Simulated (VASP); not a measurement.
The system is Be2Tl.

```
Be Tl
1.0
     5.05777    0.00000    0.00000
     0.00000    5.05777    0.00000
     0.00000    0.00000    3.62488
Be Tl
4 2
Cartesian
  3.6310 1.4267 1.0225
  1.4267 3.6310 1.0225
  1.1022 1.1022 2.8350
  3.9556 3.9556 2.8350
  0.0000 0.0000 1.2083
  2.5289 2.5289 3.0207
```

The cell was built from a structure type or drawn by symmetry, and may not be a known phase.

```yaml
Program: VASP 6.6.1
Task: relaxation of cell and atoms
Functional: PBE
Potentials_or_basis: VASP PAW PBE potentials, release 64 (Be, Tl_d)
Cutoff: 600 eV
k_mesh: 4 × 4 × 6
Occupations: gaussian, width 0.1 eV
Spin: no spin polarisation
```

At the start: pressure 26.9 GPa; volume 15.45 Å³/atom.

Problem. Where does the relaxation end?

Solution. Over 31 steps the energy falls by 656.1 meV/atom and the volume is 18.31 Å³/atom (+18.4 %); space group P4_2nm (No. 102, to 0.1 Å) before, P4_2/mnm (No. 136, to 0.1 Å).

The path:
| step | energy change (eV) | largest force (eV/Å) | pressure (GPa) | volume (Å³) |
| --- | --- | --- | --- | --- |
| 1 | 0.0000 | 3.3063 | 26.91 | 92.73 |
| 2 | -2.5900 | 0.6400 | -3.38 | 131.86 |
| 3 | -2.7146 | 0.8208 | -0.14 | 121.22 |
| 4 | -2.7156 | 0.8067 | -0.45 | 122.01 |
| 5 | -2.7948 | 0.4536 | -0.62 | 121.65 |
| 6 | -2.8407 | 0.2233 | -0.63 | 121.14 |
| 7 | -2.8687 | 0.2489 | -0.15 | 119.34 |
| 8 | -2.9469 | 0.3880 | 1.79 | 114.00 |
| 9 | -3.0170 | 1.0779 | 7.22 | 103.46 |
| 10 | -3.0190 | 1.0858 | 7.27 | 103.38 |
| 11 | -3.0255 | 1.1094 | 7.38 | 103.15 |
| 12 | -3.0399 | 1.1560 | 7.62 | 102.68 |
| 13 | -3.0727 | 1.2497 | 8.14 | 101.73 |
| 14 | -3.1313 | 1.4472 | 9.23 | 99.84 |
| 15 | -3.1485 | 1.8557 | 11.69 | 96.02 |
| 16 | -3.1617 | 1.7164 | 10.83 | 97.32 |
| 17 | -3.2158 | 1.6972 | 10.59 | 97.23 |
| 18 | -3.3400 | 1.6282 | 10.00 | 96.91 |
| 19 | -3.4330 | 1.4070 | 9.66 | 96.15 |
| 20 | -3.5253 | 1.2496 | 8.42 | 97.39 |
| 21 | -3.7362 | 0.8254 | 5.10 | 101.15 |
| 22 | -3.9071 | 0.3412 | 0.13 | 108.95 |
| 23 | -3.9085 | 0.3388 | -0.19 | 109.66 |
| 24 | -3.9085 | 0.3385 | -0.33 | 109.94 |
| 25 | -3.9171 | 0.2833 | -0.30 | 109.90 |
| 26 | -3.9335 | 0.1241 | -0.11 | 109.77 |
| 27 | -3.9123 | 0.2142 | 0.67 | 109.50 |
| 28 | -3.9354 | 0.0614 | 0.03 | 109.71 |
| 29 | -3.9354 | 0.0573 | 0.04 | 109.71 |
| 30 | -3.9360 | 0.0433 | 0.01 | 109.74 |
| 31 | -3.9366 | 0.0224 | -0.06 | 109.83 |

Final structure:
```
Be Tl
1.0
     5.00154    0.00000    0.00000
     0.00000    5.00154    0.00000
     0.00000    0.00000    4.39055
Be Tl
4 2
Direct
  0.65535 0.34465 0.29931
  0.34465 0.65535 0.29931
  0.15535 0.15535 0.79931
  0.84465 0.84465 0.79931
  0.00000 0.00000 0.29888
  0.50000 0.50000 0.79888
```

Caveat: the volume moved by over 15 % at a fixed basis, so the end points are rough.
